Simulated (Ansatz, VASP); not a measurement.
Two plane-wave programs on InPd

The input POSCAR:

```
InPd
1.0
    3.2718847800      0.0000000000      0.0000000000
    0.0000000000      3.2718847800      0.0000000000
    0.0000000000      0.0000000000      3.2718847800
In Pd
1 1
Direct
    0.0000000000      0.0000000000      0.0000000000
    0.5000000000      0.5000000000      0.5000000000
```

File INCAR.step1:

```
SYSTEM = InPd
PREC = Accurate ; ENCUT = 600
ISMEAR = -1 ; SIGMA = 0.05
LREAL = .False. ; LASPH = .True.
NELM = 60 ; GGA = PE
ALGO = Normal ; EDIFF = 1E-4
LWAVE = .True. ; LCHARG = .False.
```

File INCAR.step2:

```
SYSTEM = InPd
PREC = Accurate ; ENCUT = 600
EDIFF = 1E-6 ; ISMEAR = -1
SIGMA = 0.05 ; LREAL = .False.
LASPH = .True. ; NELM = 60
ALGO = Normal ; ISIF = 3
LWAVE = .False. ; LCHARG = .False.
METAGGA = R2SCAN ; LMIXTAU = .True.
IBRION = 2 ; NSW = 60
EDIFFG = -0.01 ; ISTART = 1
```

The input KPOINTS:

```
Automatic mesh
0
Gamma
  8 8 8
  0 0 0
```

The input input.yaml:

```yaml
crystal:
  lattice:
    - [3.27188478, 0.0, 0.0]
    - [0.0, 3.27188478, 0.0]
    - [0.0, 0.0, 3.27188478]
  atoms:
    - { symbol: In, position: [0.0, 0.0, 0.0] }
    - { symbol: Pd, position: [0.5, 0.5, 0.5] }
hamiltonian:
  xc: r2scan
  pseudopotentials: { kind: paw }
kpoints:
  mp_grid: { grid: [8, 8, 8] }
scf:
  occupations: { method: fermi_dirac, width: 0.05 }
output:
  forces: true
  stress: true
  eigenvalues: true
  write_density: true
  write_potential: true
  elf: true
  volumetric_format: npy
relax:
  f_tol: 0.01
  max_steps: 40
  cell: { stress_tol: 0.05 }
```

Alike in both runs: task relaxation of cell and atoms; functional r2SCAN; k mesh 8 × 8 × 8; occupations fermi-dirac, width 0.05 eV; no spin polarisation.

|  | VASP | Ansatz |
| --- | --- | --- |
| version | VASP 6.6.1 | Ansatz 0.2.0 |
| potentials or method | VASP PAW PBE potentials, release 64 (In_d, Pd) | Ansatz PAW |
| plane-wave cutoff (eV) | 600 | 500 |
| valence electrons in the cell | 23 | 31 |

```tsv
	VASP	Ansatz	Ansatz less VASP
gap on the k mesh at the Fermi level, each at its own relaxed structure (eV)	none	none	-
relaxed volume (Å³/atom)	17.51	17.44	-0.075
relaxed cell length with the largest relative difference (Å)	3.272	3.267	-0.0047
```

VASP's potentials were made for PBE, not for r2SCAN. A gap of «none» marks a metal or a gap that the smearing closes. VASP's potentials hold 23 valence electrons a cell and Ansatz's 31, so a difference there can come from the potentials and not from the codes.

Noted on VASP's run: the relaxation stopped at its first step, so nothing moved. Noted on Ansatz's run: the plane-wave basis is chosen anew once the cell has moved, so the energies of steps on either side of that aren't comparable.
